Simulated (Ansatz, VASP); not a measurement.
**One calculation of SiC, two programs**

File POSCAR:

```
SiC
1.0
   -0.0169860927      2.1828467819      2.1828467819
    2.1828467819     -0.0169860927      2.1828467819
    2.1828467819      2.1828467819     -0.0169860927
Si C
1 1
Direct
   -0.0003253515     -0.0003253515     -0.0003253515
    0.2503253515      0.2503253515      0.2503253515
```

Contents of INCAR.step1:

```
PREC = Accurate
ENCUT = 520
ISMEAR = 0
SIGMA = 0.01
LREAL = False
LASPH = True
NELM = 60
NBANDS = 11
GGA = PE
ALGO = Normal
EDIFF = 1E-4
LWAVE = True
LCHARG = False
```

INCAR.step2

```
PREC = Accurate
ENCUT = 520
EDIFF = 1E-7
ISMEAR = 0
SIGMA = 0.01
LREAL = False
LASPH = True
NELM = 60
ALGO = Normal
ISIF = 2
LWAVE = False
LCHARG = False
METAGGA = R2SCAN
LMIXTAU = True
NBANDS = 11
ISTART = 1
```

The input KPOINTS:

```
Automatic mesh
0
Gamma
  10 10 10
```

Input for Ansatz:

```yaml
crystal:
  lattice:
    - [-0.0169860927, 2.1828467819, 2.1828467819]
    - [2.1828467819, -0.0169860927, 2.1828467819]
    - [2.1828467819, 2.1828467819, -0.0169860927]
  atoms:
    - { symbol: Si, position: [-0.0003253515, -0.0003253515, -0.0003253515] }
    - { symbol: C, position: [0.2503253515, 0.2503253515, 0.2503253515] }
kpoints:
  mp_grid: { grid: [10, 10, 10] }
  band_path:
    path:
      - [0.0, 0.0, 0.0]
      - [-0.5, -0.5, 0.0]
      - [-0.375, -0.375, 0.25]
      - [-0.375, 0.0, 0.375]
      - [0.0, 0.0, 0.5]
      - [-0.5, -0.25, 0.25]
      - [0.0, 0.5, 0.5]
    npoints: 1
hamiltonian:
  xc: r2scan
scf:
  occupations: { method: fixed }
  n_extra_bands: 4
output:
  forces: true
  stress: true
  eigenvalues: true
```

Change from the starting cell: epitaxial_111 strain +1.0%.

Alike in both runs: task single point; functional r2SCAN; k mesh 10 × 10 × 10; no spin polarisation.

|  | VASP | Ansatz |
| --- | --- | --- |
| version | VASP 6.6.1 | Ansatz 0.2.0 |
| potentials or method | VASP PAW PBE potentials, release 64 (Si, C) | plane waves, PAW |
| plane-wave cutoff (eV) | 520 | 500 |
| occupations | gaussian, width 0.01 eV | fixed |
| valence electrons in the cell | 8 | 8 |

|  | VASP | Ansatz | Ansatz less VASP |
| --- | --- | --- | --- |
| gap on the k mesh at the Fermi level (eV) | 1.66 | 1.65 | -0.010 |
| pressure (GPa) | -4.1 | -3.9 | +0.16 |
| traceless stress, the component that is largest in VASP (GPa) | 1.97 | 1.96 | -0.010 |

VASP's potentials were made for PBE, not for r2SCAN.
